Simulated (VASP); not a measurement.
# NaAl2O3 (I4/mmm) in VASP: single point with r2SCAN

Aim: the single point of NaAl2O3 with r2SCAN.

Everything below comes from runs of VASP 6.6.1. Logs are shortened: lines on timing, memory, paths and dates and some standing lists are left out, and cuts for length are marked.

**1. The cell of the first run**

The structure is tetragonal, space group I4/mmm (No. 139). The conventional cell has a = 3.713 Å, b = 3.713 Å, c = 10.130 Å, α = 90.00°, β = 90.00°, γ = 90.00°. Na (site symmetry 4/mmm) has 12 O at 2.63 to 3.14 Å and 10 Al at 3.18 to 3.27 Å within 3.5 Å. Al (site symmetry 4mm) has 5 O at 1.80 to 2.00 Å within 2.4 Å. O (site symmetry -4m2) has 4 Al at 2.00 Å and 4 O at 2.63 Å within 2.7 Å. Within 2.4 Å of O (site symmetry 4/mmm) lie 2 Al at 1.80 Å.

**2. Single point, r2SCAN**

POSCAR

```
NaAl2O3
1.0
   -1.8564809040      1.8564809040      5.0651590101
    1.8564809040     -1.8564809040      5.0651590101
    1.8564809040      1.8564809040     -5.0651590101
Na Al O
1 2 3
Direct
    0.5000000000      0.5000000000      0.0000000000
    0.8223504107      0.8223504107      0.0000000000
    0.1776495893      0.1776495893      0.0000000000
    0.2500000000      0.7500000000      0.5000000000
    0.7500000000      0.2500000000      0.5000000000
    0.0000000000      0.0000000000      0.0000000000
```

INCAR.step1

```
SYSTEM = NaAl2O3
PREC = Accurate
ENCUT = 520
ISMEAR = 0
SIGMA = 0.1
LREAL = .FALSE.
LASPH = .TRUE.
NELM = 60
NBANDS = 24
GGA = PE
ALGO = Normal
EDIFF = 1E-4
LWAVE = .TRUE.
LCHARG = .FALSE.
```

INCAR.step2

```
SYSTEM = NaAl2O3
PREC = Accurate
ENCUT = 520
EDIFF = 1E-7
ISMEAR = 0
SIGMA = 0.1
LREAL = .FALSE.
LASPH = .TRUE.
NELM = 60
ALGO = Normal
ISIF = 2
LWAVE = .FALSE.
LCHARG = .FALSE.
METAGGA = R2SCAN
LMIXTAU = .TRUE.
NBANDS = 24
ISTART = 1
```

KPOINTS

```
Automatic mesh
0
G
  12 12 12
  0 0 0
```

Potentials or basis: VASP PAW PBE potentials, release 64 (Na_pv, Al, O).

On the command line:

```console
cat potpaw_PBE.64/Na_pv/POTCAR potpaw_PBE.64/Al/POTCAR potpaw_PBE.64/O/POTCAR > POTCAR
cp INCAR.step1 INCAR
mpirun -np 1 vasp_std > vasp.out
cp INCAR.step2 INCAR
mpirun -np 1 vasp_std > vasp.out
```

OUTCAR:

```text
SYSTEM = NaAl2O3
   PREC = Accurate
   ENCUT = 520
   EDIFF = 1E-7
   ISMEAR = 0
   LREAL = .FALSE.
   LASPH = .TRUE.
   NELM = 60
   ISIF = 2
   METAGGA = R2SCAN
   ISTART = 1

 ion  position               nearest neighbor table
   1  0.500  0.500  0.000-
   2  0.822  0.822  0.000-   6 1.80   5 2.00   4 2.00   5 2.00   4 2.00   3 3.01   3 3.01   3 3.01
                             3 3.01
   3  0.178  0.178  0.000-   6 1.80   4 2.00   5 2.00   4 2.00   5 2.00   2 3.01   2 3.01   2 3.01
                             2 3.01
   4  0.250  0.750  0.500-   2 2.00   3 2.00   2 2.00   3 2.00
   5  0.750  0.250  0.500-   2 2.00   3 2.00   2 2.00   3 2.00
   6  0.000  0.000  0.000-   2 1.80   3 1.80

  LATTYP: Found a body centered tetragonal cell.
 ALAT       =     3.7129618080
 C/A-ratio  =     2.7283658018

  Lattice vectors:

 A1 = (  -1.8564809040,   1.8564809040,   5.0651590101)
 A2 = (   1.8564809040,  -1.8564809040,   5.0651590101)
 A3 = (   1.8564809040,   1.8564809040,  -5.0651590101)

Analysis of symmetry for initial positions (statically):
=====================================================================
 Subroutine PRICEL returns:
 Original cell was already a primitive cell.

 Routine SETGRP: Setting up the symmetry group for a
 body centered tetragonal supercell.

 Subroutine GETGRP returns: Found 16 space group operations
 (whereof 16 operations were pure point group operations)
 out of a pool of 16 trial point group operations.

The static configuration has the point symmetry D_4h.

Analysis of symmetry for dynamics (positions and initial velocities):
=====================================================================
 Subroutine PRICEL returns:
 Original cell was already a primitive cell.

 Routine SETGRP: Setting up the symmetry group for a
 body centered tetragonal supercell.

 Subroutine GETGRP returns: Found 16 space group operations
 (whereof 16 operations were pure point group operations)
 out of a pool of 16 trial point group operations.

The dynamic configuration has the point symmetry D_4h.

 Subroutine INISYM returns: Found 16 space group operations
 (whereof 16 operations are pure point group operations),
 and found     1 'primitive' translations

----------------------------------------------------------------------------------------

                                     Primitive cell

  volume of cell :      69.8287

  direct lattice vectors                    reciprocal lattice vectors
    -1.856480904  1.856480904  5.065159010     0.000000000  0.269326767  0.098713584
     1.856480904 -1.856480904  5.065159010     0.269326767  0.000000000  0.098713584
     1.856480904  1.856480904 -5.065159010     0.269326767  0.269326767  0.000000000

  length of vectors
     5.705162442  5.705162442  5.705162442     0.286847136  0.286847136  0.380885567

  position of ions in fractional coordinates (direct lattice)
     0.500000000  0.500000000  0.000000000
     0.822350411  0.822350411  0.000000000
     0.177649589  0.177649589  0.000000000
     0.250000000  0.750000000  0.500000000
     0.750000000  0.250000000  0.500000000
     0.000000000  0.000000000  0.000000000

  ion indices of the primitive-cell ions
   primitive index   ion index
                 1           1
                 2           2
                 3           3
                 4           4
                 5           5
                 6           6

----------------------------------------------------------------------------------------

 KPOINTS: Automatic mesh

Automatic generation of k-mesh.
 Grid dimensions read from file:
 generate k-points for:   12   12   12

 Generating k-lattice:

  Cartesian coordinates                     Fractional coordinates (reciprocal lattice)
     0.000000000  0.022443897  0.008226132     0.083333333  0.000000000  0.000000000
     0.022443897  0.000000000  0.008226132     0.000000000  0.083333333  0.000000000
     0.022443897  0.022443897  0.000000000     0.000000000  0.000000000  0.083333333

  Length of vectors
     0.023903928  0.023903928  0.031740464

  Shift w.r.t. Gamma in fractional coordinates (k-lattice)
     0.000000000  0.000000000  0.000000000

 Subroutine IBZKPT returns following result:
 ===========================================

 Found    163 irreducible k-points:

 Following reciprocal coordinates:
            Coordinates               Weight
  0.000000  0.000000  0.000000      1.000000
  0.083333  0.000000 -0.000000      8.000000
  0.166667  0.000000 -0.000000      8.000000
  0.250000  0.000000 -0.000000      8.000000
  0.333333  0.000000 -0.000000      8.000000
  0.416667  0.000000 -0.000000      8.000000
[... 16 lines left out ...]
  0.500000  0.166667 -0.000000     16.000000
 -0.416667  0.166667  0.000000     16.000000
 [... further k-points ...]
   k-points           NKPTS =    163   k-points in BZ     NKDIM =    163   number of bands    NBANDS=     24
   number of dos      NEDOS =    301   number of ions     NIONS =      6
   total plane-waves  NPLWV =  74088
   dimension x,y,z NGX =    42 NGY =   42 NGZ =   42
   dimension x,y,z NGXF=    84 NGYF=   84 NGZF=   84
   ions per type =               1   2   3
   NGX,Y,Z   is equivalent  to a cutoff of  12.24, 12.24, 12.24 a.u.
   NGXF,Y,Z  is equivalent  to a cutoff of  24.48, 24.48, 24.48 a.u.
 SYSTEM =  NaAl2O3
   PREC   = accura    normal or accurate (medium, high low for compatibility)
   ISTART =      1    job   : 0-new  1-cont  2-samecut
   ICHARG =      0    charge: 1-file 2-atom 10-const
   ISPIN  =      1    spin polarized calculation?
   LNONCOLLINEAR =      F non collinear calculations
   LSORBIT =      F    spin-orbit coupling
   LASPH  =      T    aspherical Exc in radial PAW
   ENCUT  =  520.0 eV  38.22 Ry    6.18 a.u.  10.61 10.61 10.61*2*pi/ulx,y,z
   NELM   =     60;   NELMIN=  2; NELMDL=  0     # of ELM steps
   EDIFF  = 0.1E-06   stopping-criterion for ELM
   LREAL  =      F    real-space projection
   EDIFFG = 0.1E-05   stopping-criterion for IOM
   NSW    =      0    number of steps for IOM
   IBRION =     -1    ionic relax: 0-MD 1-quasi-New 2-CG
   NFREE  =      0    steps in history (QN), initial steepest desc. (CG)
   ISIF   =      2    stress and relaxation
   ISYM   =      2    0-nonsym 1-usesym 2-fastsym
   POTIM  = 0.5000    time-step for ionic-motion
   TEBEG  =    0.0;   TEEND  =   0.0 temperature during run
   PSTRESS=    0.0 pullay stress
   NELECT =      31.0000    total number of electrons
   NUPDOWN=      -1.0000    fix difference up-down
   EMIN   =  10.00;   EMAX   =-10.00  energy-range for DOS
   EFERMI =   0.00;   METHOD = LEGACY
   ISMEAR =     0;   SIGMA  =   0.10  broadening in eV -4-tet -1-fermi 0-gaus
   EFERMI_NEDOS =   21; number of points for ismear=-14 and -15
   IALGO  =     38    algorithm
   IMIX   =      4    mixing-type and parameters
     AMIX     =   0.40;   BMIX     =  1.00
     AMIX_MAG =   1.60;   BMIX_MAG =  1.00
  volume/ion in A,a.u.               =      11.64        78.54
  Fermi-wavevector in a.u.,A,eV,Ry     =   1.248870  2.360023 21.220698  1.559677
  Thomas-Fermi vector in A             =   2.382937
   LORBIT       =      0    0 simple, 1 ext, 2 COOP (PROOUT), +10 PAW based schemes
   METAGGA = R2SCAN    functional components
   LHFCALC =     F    Hartree Fock is set to
   AEXX    =    0.0000 exact exchange contribution
   IVDW    =     0    specifies the selected vdW correction
   LEPSILON=     F    determine dielectric tensor
   LRPA    =     F    only Hartree local field effects (RPA)
 non-spin polarized calculation
 Gauss-broadening in eV      SIGMA  =   0.10
  energy-cutoff  :      520.00
  volume of cell :       69.83
 maximum number of plane-waves:      1896
   NGX = 21   NGY = 21   NGZ = 21

 number of electron      31.0000008 magnetization

 Free energy of the ion-electron system (eV)
  ---------------------------------------------------
  ext. energy  EPLUGINS =         0.00000000
  ---------------------------------------------------
  free energy    TOTEN  =       -48.89239920 eV

  energy without entropy =      -48.88683138  energy(sigma->0) =      -48.88961529

 E-fermi :   9.0603     XC(G=0): -10.6395

 val. band max:        9.0542153876   @ k =  -0.2500  -0.3333   0.2500
 cond. band min:       9.0657988626   @ k =  -0.4167  -0.4167   0.1667
 fundamental gap:      0.0115834749
 Fermi energy:         9.0603398635

 k-point     1 :       0.0000    0.0000    0.0000
  band No.  band energies     occupation
      1     -19.1405      2.00000
      2     -19.0403      2.00000
      3     -19.0402      2.00000
      4     -16.5612      2.00000
      5     -14.4478      2.00000
      6     -14.3142      2.00000
[... 16 lines left out ...]
     23      15.1777      0.00000
     24      15.1777      0.00000

 k-point     2 :       0.0833    0.0000   -0.0000
  band No.  band energies     occupation
      1     -19.1404      2.00000
      2     -19.0431      2.00000
      3     -19.0400      2.00000
      4     -16.5257      2.00000
      5     -14.4837      2.00000
      6     -14.3113      2.00000
[... 16 lines left out ...]
     23      15.0479      0.00000
     24      15.2589      0.00000

 k-point     3 :       0.1667    0.0000   -0.0000
  band No.  band energies     occupation
      1     -19.1403      2.00000
      2     -19.0507      2.00000
      3     -19.0394      2.00000
      4     -16.4219      2.00000
      5     -14.5891      2.00000
      6     -14.3031      2.00000
[... 16 lines left out ...]
     23      15.2011      0.00000
     24      15.4393      0.00000
[... 514 lines left out ...]
 k-point    23 :       0.5000    0.1667   -0.0000
  band No.  band energies     occupation
      1     -19.1382      2.00000
      2     -19.0760      2.00000
      3     -19.0427      2.00000
      4     -15.4836      2.00000
      5     -15.4613      2.00000
      6     -14.2757      2.00000
[... 16 lines left out ...]
     23      14.7046      0.00000
     24      15.7603      0.00000

 k-point    24 :      -0.4167    0.1667    0.0000
  band No.  band energies     occupation
      1     -19.1380      2.00000
      2     -19.0738      2.00000
      3     -19.0431      2.00000
      4     -15.7245      2.00000
      5     -15.2289      2.00000
      6     -14.2706      2.00000
[... 16 lines left out ...]
     23      14.8919      0.00000
     24      15.6863      0.00000

 [... further k-points ...]

------------------------ aborting loop because EDIFF is reached ----------------------------------------

  FORCE on cell =-STRESS in cart. coord.  units (eV):
  Direction    XX          YY          ZZ          XY          YZ          ZX
  --------------------------------------------------------------------------------------
  -------------------------------------------------------------------------------------
  Total       -2.1981276     -2.1981276     -1.7716286      0.0000000      0.0000000      0.0000000
  in kB      -50.4346995    -50.4346995    -40.6489391      0.0000000      0.0000000      0.0000000
  external PRESSURE =     -47.1727794 kB  Pullay stress =       0.0000000 kB

 VOLUME and BASIS-vectors are now :
 -----------------------------------------------------------------------------
  energy-cutoff  :      520.00
  volume of cell :       69.83
      direct lattice vectors                 reciprocal lattice vectors
    -1.856480904  1.856480904  5.065159010     0.000000000  0.269326767  0.098713584
     1.856480904 -1.856480904  5.065159010     0.269326767  0.000000000  0.098713584
     1.856480904  1.856480904 -5.065159010     0.269326767  0.269326767  0.000000000

 POSITION                                       TOTAL-FORCE (eV/Angst)
 -----------------------------------------------------------------------------------
      0.00000      0.00000      5.06516        -0.000000      0.000000      0.000000
      0.00000      0.00000      8.33067         0.000000      0.000000     -0.002565
      0.00000      0.00000      1.79965         0.000000     -0.000000      0.002565
      1.85648     -0.00000      2.53258        -0.000000      0.000000      0.000000
     -0.00000      1.85648      2.53258        -0.000000      0.000000     -0.000000
      0.00000      0.00000      0.00000        -0.000000      0.000000      0.000000
 -----------------------------------------------------------------------------------
    total drift:                               -0.000000     -0.000000      0.000000

  FREE ENERGIE OF THE ION-ELECTRON SYSTEM (eV)
  ---------------------------------------------------
  free  energy   TOTEN  =       -48.8923991990 eV

  energy  without entropy=      -48.8868313761  energy(sigma->0) =      -48.88961529
```

Wall time 52 min (1 thread of Intel Xeon 8259CL, shared host); peak memory 0.43 GiB.

What came out:

| Item | Value |
| --- | --- |
| Free energy | -48.8924 eV |
| Pressure | -4.7 GPa |
| Band gap on the k mesh | zero (an odd number of electrons rules out a gap without spin polarisation) |

Forces in eV/Å, atoms in the order of the input:
```
Na   0.000  0.000  0.000
Al   0.000  0.000 -0.003
Al   0.000  0.000  0.003
O    0.000  0.000  0.000
O    0.000  0.000  0.000
O    0.000  0.000  0.000
```

Caveat: the cell stands under tension; the PAW data sets were made with another functional, which shifts forces and pressure a little; an odd number of electrons without spin polarisation forces a metal; a magnetic or distorted state may lie lower.
